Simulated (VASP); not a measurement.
# Rb3CuAu (P3m1) in VASP: further runs, part 2 of 2

VASP 6.6.1. Earlier steps stand in the parts before.

## 3. Single point, PBE

This run uses another cell than the first one, of 59.04 Å³/atom.

File INCAR:

```
SYSTEM = Rb3CuAu
PREC     = Accurate       ! precision mode
ENCUT    = 520            ! plane-wave cutoff, eV
EDIFF    = 1E-6           ! SCF threshold, eV
ISMEAR   = 0              ! smearing method
SIGMA    = 0.1            ! smearing width, eV
LREAL    = .FALSE.        ! projectors in reciprocal space
LASPH    = .TRUE.         ! aspherical terms in the spheres
NELM     = 60             ! most SCF steps
ALGO     = Normal         ! electronic algorithm
ISIF     = 2              ! what is computed and relaxed
LWAVE    = .FALSE.        ! write WAVECAR
LCHARG   = .FALSE.        ! write CHGCAR
GGA      = PE             ! functional
NBANDS   = 32             ! bands
```

File KPOINTS:

```
regular mesh
0
G
  6 6 1
  0 0 0
```

File POSCAR:

```
Rb3CuAu
1.0
    4.5324383500      0.0000000000      0.0000000000
   -2.2662191700      3.9252067500      0.0000000000
    0.0000000000      0.0000000000     16.5924857800
Rb Cu Au
3 1 1
Direct
    0.3333333300      0.6666666700      0.1733684900
    0.0000000000      0.0000000000      0.4248804200
    0.6666666700      0.3333333300      0.6763923500
    0.0000000000      0.0000000000      0.0000000000
    0.3333333300      0.6666666700      0.8497608400
```

Potentials or basis: VASP PAW PBE potentials, release 64 (Rb_sv, Cu, Au).

Launch:

```console
> cat potpaw_PBE.64/Rb_sv/POTCAR potpaw_PBE.64/Cu/POTCAR potpaw_PBE.64/Au/POTCAR > POTCAR
> mpirun -np 1 vasp_std > vasp.out
```

OUTCAR:

```text
SYSTEM = Rb3CuAu
   PREC = Accurate
   ENCUT = 520
   EDIFF = 1E-6
   ISMEAR = 0
   LREAL = .FALSE.
   LASPH = .TRUE.
   NELM = 60
   ISIF = 2
   GGA = PE

 ion  position               nearest neighbor table
   1  0.333  0.667  0.173-   4 3.89   4 3.89   4 3.89   2 4.93   2 4.93   2 4.93
   2  0.000  0.000  0.425-   1 4.93   3 4.93   1 4.93   3 4.93   3 4.93   1 4.93
   3  0.667  0.333  0.676-   5 3.89   5 3.89   5 3.89   2 4.93   2 4.93   2 4.93
   4  0.000  0.000  0.000-   1 3.89   1 3.89   1 3.89
   5  0.333  0.667  0.850-   3 3.89   3 3.89   3 3.89

  LATTYP: Found a hexagonal cell.
 ALAT       =     4.5324383500
 C/A-ratio  =     3.6608298886

  Lattice vectors:

 A1 = (   4.5324383500,   0.0000000000,   0.0000000000)
 A2 = (  -2.2662191700,   3.9252067500,   0.0000000000)
 A3 = (   0.0000000000,   0.0000000000,  16.5924857800)

Analysis of symmetry for initial positions (statically):
=====================================================================
 Subroutine PRICEL returns:
 Original cell was already a primitive cell.

 Routine SETGRP: Setting up the symmetry group for a
 hexagonal supercell.

 Subroutine GETGRP returns: Found  6 space group operations
 (whereof  6 operations were pure point group operations)
 out of a pool of 24 trial point group operations.

The static configuration has the point symmetry C_3v.

Analysis of symmetry for dynamics (positions and initial velocities):
=====================================================================
 Subroutine PRICEL returns:
 Original cell was already a primitive cell.

 Routine SETGRP: Setting up the symmetry group for a
 hexagonal supercell.

 Subroutine GETGRP returns: Found  6 space group operations
 (whereof  6 operations were pure point group operations)
 out of a pool of 24 trial point group operations.

The dynamic configuration has the point symmetry C_3v.

 Subroutine INISYM returns: Found  6 space group operations
 (whereof  6 operations are pure point group operations),
[... 104 lines left out ...]
     AMIX_MAG =   1.60;   BMIX_MAG =  1.00
  volume/ion in A,a.u.               =      59.04       398.41
  Fermi-wavevector in a.u.,A,eV,Ry     =   0.899715  1.700215 11.013737  0.809487
  Thomas-Fermi vector in A             =   2.022583
   LORBIT       =      0    0 simple, 1 ext, 2 COOP (PROOUT), +10 PAW based schemes
   GGA     = PE    functional components
   LHFCALC =     F    Hartree Fock is set to
   AEXX    =    0.0000 exact exchange contribution
   IVDW    =     0    specifies the selected vdW correction
   LEPSILON=     F    determine dielectric tensor
   LRPA    =     F    only Hartree local field effects (RPA)
 non-spin polarized calculation
 Gauss-broadening in eV      SIGMA  =   0.10
  energy-cutoff  :      520.00
  volume of cell :      295.19
 maximum number of plane-waves:      7985
 NGX is ok and might be reduce to    36
   NGX = 17   NGY = 17   NGZ = 61

 number of electron      49.0000023 magnetization

 Free energy of the ion-electron system (eV)
  ---------------------------------------------------
  ext. energy  EPLUGINS =         0.00000000
  ---------------------------------------------------
  free energy    TOTEN  =        -6.70523874 eV

  energy without entropy =       -6.65916294  energy(sigma->0) =       -6.68220084

 E-fermi :   0.2054     XC(G=0):  -6.3799

 val. band max:        0.1881068083   @ k =   0.3333   0.1667   0.0000
 cond. band min:       0.2299511362   @ k =   0.1667   0.0000   0.0000
 fundamental gap:      0.0418443280
 Fermi energy:         0.2054169733

 k-point     1 :       0.0000    0.0000    0.0000
  band No.  band energies     occupation
      1     -28.8252      2.00000
      2     -28.2942      2.00000
      3     -28.1991      2.00000
      4     -12.9330      2.00000
      5     -12.8325      2.00000
      6     -12.8325      2.00000
[... 234 lines left out ...]
     31       2.3427      0.00000
     32       2.7765      0.00000

------------------------ aborting loop because EDIFF is reached ----------------------------------------

  FORCE on cell =-STRESS in cart. coord.  units (eV):
  Direction    XX          YY          ZZ          XY          YZ          ZX
  --------------------------------------------------------------------------------------
  -------------------------------------------------------------------------------------
  Total       -0.0777777     -0.0777777     -5.4407235     -0.0000000      0.0000000     -0.0000000
  in kB       -0.4221430     -0.4221430    -29.5298567     -0.0000000      0.0000000     -0.0000000
  external PRESSURE =     -10.1247143 kB  Pullay stress =       0.0000000 kB

 VOLUME and BASIS-vectors are now :
 -----------------------------------------------------------------------------
  energy-cutoff  :      520.00
  volume of cell :      295.19
      direct lattice vectors                 reciprocal lattice vectors
     4.532438350  0.000000000  0.000000000     0.220631793  0.127381825  0.000000000
    -2.266219170  3.925206750  0.000000000     0.000000000  0.254763650  0.000000000
     0.000000000  0.000000000 16.592485780     0.000000000  0.000000000  0.060268245

 POSITION                                       TOTAL-FORCE (eV/Angst)
 -----------------------------------------------------------------------------------
     -0.00000      2.61680      2.87661         0.000000     -0.000000     -0.540804
      0.00000      0.00000      7.04982         0.000000     -0.000000     -0.015896
      2.26622      1.30840     11.22303        -0.000000     -0.000000      0.845829
      0.00000      0.00000      0.00000         0.000000     -0.000000     -0.326246
     -0.00000      2.61680     14.09964        -0.000000      0.000000      0.037118
 -----------------------------------------------------------------------------------
    total drift:                                0.000011     -0.000006     -0.000165

  FREE ENERGIE OF THE ION-ELECTRON SYSTEM (eV)
  ---------------------------------------------------
  free  energy   TOTEN  =        -6.7052387443 eV

  energy  without entropy=       -6.6591629359  energy(sigma->0) =       -6.68220084
```

OSZICAR:

```text
N       E                     dE             d eps       ncg     rms          rms(c)
DAV:   1     0.391752743282E+03    0.39175E+03   -0.18455E+04   448   0.126E+03
DAV:   2     0.432788072030E+02   -0.34847E+03   -0.32816E+03   512   0.286E+02
DAV:   3    -0.557219938655E+01   -0.48851E+02   -0.47286E+02   720   0.101E+02
DAV:   4    -0.782865397829E+01   -0.22565E+01   -0.22483E+01   552   0.248E+01
DAV:   5    -0.804541338162E+01   -0.21676E+00   -0.21668E+00   816   0.653E+00    0.337E+00
DAV:   6    -0.679667452376E+01    0.12487E+01   -0.14317E+00   592   0.817E+00    0.276E+00
DAV:   7    -0.681131003249E+01   -0.14636E-01   -0.56118E-01   680   0.629E+00    0.165E+00
DAV:   8    -0.680741354812E+01    0.38965E-02   -0.77388E-01   632   0.777E+00    0.233E+00
DAV:   9    -0.670667375304E+01    0.10074E+00   -0.24391E-01   616   0.379E+00    0.601E-01
DAV:  10    -0.670618045706E+01    0.49330E-03   -0.32874E-02   576   0.680E-01    0.416E-01
DAV:  11    -0.672133996405E+01   -0.15160E-01   -0.50241E-02   576   0.128E+00    0.620E-01
DAV:  12    -0.670510192072E+01    0.16238E-01   -0.24086E-02   560   0.838E-01    0.594E-02
DAV:  13    -0.670575422176E+01   -0.65230E-03   -0.18140E-03   632   0.194E-01    0.134E-01
DAV:  14    -0.670527987801E+01    0.47434E-03   -0.42988E-04   584   0.659E-02    0.393E-02
DAV:  15    -0.670524088796E+01    0.38990E-04   -0.14847E-04   672   0.417E-02    0.163E-02
DAV:  16    -0.670523758836E+01    0.32996E-05   -0.28858E-05   576   0.296E-02    0.333E-03
DAV:  17    -0.670523862718E+01   -0.10388E-05   -0.24053E-06   472   0.109E-02    0.207E-03
DAV:  18    -0.670523874432E+01   -0.11714E-06   -0.11839E-06   376   0.505E-03
   1 F= -.67052387E+01 E0= -.66822008E+01  d E =-.460758E-01
```

Run time: 68 s. Hardware: 1 thread of AMD EPYC 9R45 (Zen 5), shared host; peak memory 0.39 GiB.

Results:

```
Free energy            : -6.7052 eV
Pressure               : -1.0 GPa
Largest force          : 0.846 eV/Å
Band gap on the k mesh : zero (an odd number of electrons rules out a gap without spin polarisation)
```

Forces on the atoms (eV/Å):
```
Rb   0.000  0.000 -0.541
Rb   0.000  0.000 -0.016
Rb   0.000  0.000  0.846
Cu   0.000  0.000 -0.326
Au   0.000  0.000  0.037
```

Stress tensor (GPa, compression positive):
```
-0.04  0.00  0.00
 0.00 -0.04  0.00
 0.00  0.00 -2.95
```

Caveat: the k points lie up to 0.38 Å⁻¹ apart, too coarse for converged energies and pressures of a metal; spin-orbit coupling is left out, which moves the levels of the heavy elements.

## 4. Single point, PBE

File INCAR:

```
SYSTEM = Rb3CuAu
PREC = Accurate ; ENCUT = 520
EDIFF = 1E-6 ; ISMEAR = 0
SIGMA = 0.1 ; LREAL = .FALSE.
LASPH = .TRUE. ; NELM = 100
ALGO = Fast ; ISIF = 2
LWAVE = .FALSE. ; LCHARG = .TRUE.
GGA = PE ; LELF = .TRUE.
LVHAR = .TRUE. ; NBANDS = 32
```

File KPOINTS:

```
Automatic mesh
0
G
  6 6 2
  0 0 0
```

File POSCAR:

```
Rb3CuAu
1.0
    4.5293180958      0.0000000000      0.0000000000
   -2.2646590479      3.9225045328      0.0000000000
    0.0000000000      0.0000000000     14.2368603276
Rb Cu Au
3 1 1
Direct
    0.3333333333      0.6666666667      0.1254362669
    0.0000000000      0.0000000000      0.4342459192
    0.6666666667      0.3333333333      0.7447214883
    0.0000000000      0.0000000000      0.9170083641
    0.3333333333      0.6666666667      0.9029900615
```

Launch:

```console
> cat potpaw_PBE.64/Rb_sv/POTCAR potpaw_PBE.64/Cu/POTCAR potpaw_PBE.64/Au/POTCAR > POTCAR
> mpirun -np 1 vasp_std > vasp.out
```

Run time: 4.1 min. Hardware: 1 thread of AMD EPYC 9R45 (Zen 5), shared host; peak memory 0.41 GiB.

The run converged. Its results:

```yaml
Free_energy: -9.4330 eV
Pressure: 0.1 GPa
Largest_force: 0.044 eV/Å
Band_gap_on_the_k_mesh: zero (an odd number of electrons rules out a gap without spin polarisation)
```

Forces on the atoms (eV/Å):
```
Rb   0.000  0.000  0.002
Rb   0.000  0.000 -0.004
Rb   0.000  0.000  0.044
Cu   0.000  0.000 -0.025
Au   0.000  0.000 -0.017
```

Stress tensor (GPa, compression positive):
```
-0.04  0.00  0.00
 0.00 -0.04  0.00
 0.00  0.00  0.27
```

Levels at points of the mesh, in eV from the Fermi level:
```
           k point  band 21  band 22  band 23  band 24  band 25  band 26  band 27  band 28
(0.00, 0.00, 0.00)    -1.96    -1.82    -1.78    -1.78    -1.34     0.35     0.64     2.43
(0.50, 0.00, 0.00)    -1.72    -1.56    -1.55    -0.96     0.32     0.68     0.93     1.34
(0.00, 0.00, 0.50)    -2.05    -1.90    -1.78    -1.78    -0.79    -0.50     1.55     1.81
(0.50, 0.00, 0.50)    -1.72    -1.56    -1.55    -0.96     0.32     0.67     0.96     1.37
```

Caveat: spin-orbit coupling is left out, which moves the levels of the heavy elements.

## 5. The runs side by side

| cell | k mesh | gap on the mesh (eV) | pressure (GPa) | largest force (eV/Å) |
| --- | --- | --- | --- | --- |
| a = 4.529, b = 4.529, c = 14.237 Å, angles 90.0, 90.0, 120.0°, 5 atoms, atomic positions A | 6 × 6 × 1 | none | 0.0 | 0.02 |
| a = 4.532, b = 4.532, c = 16.592 Å, angles 90.0, 90.0, 120.0°, 5 atoms, atomic positions B | 6 × 6 × 1 | none | -1.0 | 0.85 |
| a = 4.529, b = 4.529, c = 14.237 Å, angles 90.0, 90.0, 120.0°, 5 atoms, atomic positions A | 6 × 6 × 2 | none | 0.1 | 0.04 |

Alike in all rows: task single point; level PBE; potentials or basis VASP PAW PBE potentials, release 64 (Rb_sv, Cu, Au); no spin polarisation; cutoff (eV) 520; smearing gaussian 0.1 eV.

Caveats: some runs use coarse meshes; spin-orbit coupling is left out, which moves the levels of the heavy elements.

Absolute energies hang on the potentials; compare differences alone.

The gap in the log of VASP goes by the Fermi energy; the results here count the filled bands.